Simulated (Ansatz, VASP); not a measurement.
# KCl: VASP beside Ansatz

```xyz
2
Lattice="3.6461 0.0000 0.0000 0.0000 3.6461 0.0000 0.0000 0.0000 3.6461" Properties=species:S:1:pos:R:3 pbc="T T T"
K     0.0000    0.0000    0.0000
Cl    1.8230    1.8230    1.8230
```

Change from the starting cell: volume scaled by 1.01, crystal datasets.

Alike in both runs: task electric field gradients; functional PBE; k mesh 7 × 7 × 7; occupations fermi-dirac, width 0.02 eV; no spin polarisation.

|  | VASP | Ansatz |
| --- | --- | --- |
| version | VASP 6.6.1 | Ansatz 0.2.0 |
| potentials or method | VASP PAW PBE potentials, release 64 (K_sv, Cl), cutoff 520 eV | all-electron PAW with datasets made for the crystal, scalar-relativistic |

```tsv
	VASP	Ansatz	Ansatz less VASP
gap on the k mesh at the Fermi level (eV)	5.56	5.56	+0.002
pressure (GPa)	4.1	4.1	-0.06
```

Ansatz ran all-electron here, and VASP with PAW potentials.
